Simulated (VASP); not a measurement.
Wanted: the native input for a VASP 6.6.1 run.

```
Task                               : single point
Functional                         : HSE06
Potentials or basis                : VASP PAW PBE potentials, release 64 (Sr_sv, O)
Cutoff                             : 520 eV
k mesh                             : 6 × 6 × 6
Occupations                        : gaussian, width 0.01 eV
Spin                               : no spin polarisation
Dipole correction                  : no
Grid for exact exchange (PRECFOCK) : Normal
Further INCAR settings             : ALGO = Normal; EDIFF = 1e-06; NBANDS = 15
Screening parameter                : 0.2079 1/Å
```

SrO:

```
Sr O
1.0
     0.00000    2.48779    2.48779
     2.48779    0.00000    2.48779
     2.48779    2.48779    0.00000
Sr O
1 1
Direct
  0.00000 0.00000 0.00000
  0.50000 0.50000 0.50000
```

This cell differs from its parent crystal: strain -3.6%.

The input as run:

POSCAR

```
SrO
1.0
    0.0000000000      2.4877901705      2.4877901705
    2.4877901705      0.0000000000      2.4877901705
    2.4877901705      2.4877901705      0.0000000000
Sr O
1 1
Direct
    0.0000000000      0.0000000000      0.0000000000
    0.5000000000      0.5000000000      0.5000000000
```

INCAR.step1

```
PREC = Accurate
ENCUT = 520
EDIFF = 1E-5
ISMEAR = 0
SIGMA = 0.01
LREAL = F
LASPH = T
NELM = 60
ALGO = Normal
ISIF = 2
LWAVE = T
LCHARG = F
GGA = PE
NBANDS = 15
```

INCAR.step2

```
PREC = Accurate
ENCUT = 520
EDIFF = 1E-6
ISMEAR = 0
SIGMA = 0.01
LREAL = F
LASPH = T
NELM = 60
ALGO = Normal
ISIF = 2
LWAVE = F
LCHARG = F
GGA = PE
LHFCALC = T
HFSCREEN = 0.2079
PRECFOCK = Normal
ISTART = 1
NBANDS = 15
```

KPOINTS

```
Automatic mesh
0
Gamma
  6 6 6
```

Potentials or basis: VASP PAW PBE potentials, release 64 (Sr_sv, O).

Launch:

```console
$ cat potpaw_PBE.64/Sr_sv/POTCAR potpaw_PBE.64/O/POTCAR > POTCAR
$ cp INCAR.step1 INCAR
$ mpirun -np 1 vasp_std > vasp.out
$ cp INCAR.step2 INCAR
$ mpirun -np 1 vasp_std > vasp.out
```

It gave:

```yaml
Pressure: 13.2 GPa
Band_gap_on_the_k_mesh: 4.69 eV, indirect (least direct gap 4.70 eV)
```

Caveat: the cell differs from its parent crystal (strain -3.6%); the PAW data sets were made with another functional, which shifts forces and pressure a little.

It took 28 min on 1 thread of Intel(R) Xeon(R) Platinum 8375C CPU @ 2.90GHz (Ice Lake) (shared host), peak memory 0.27 GiB.
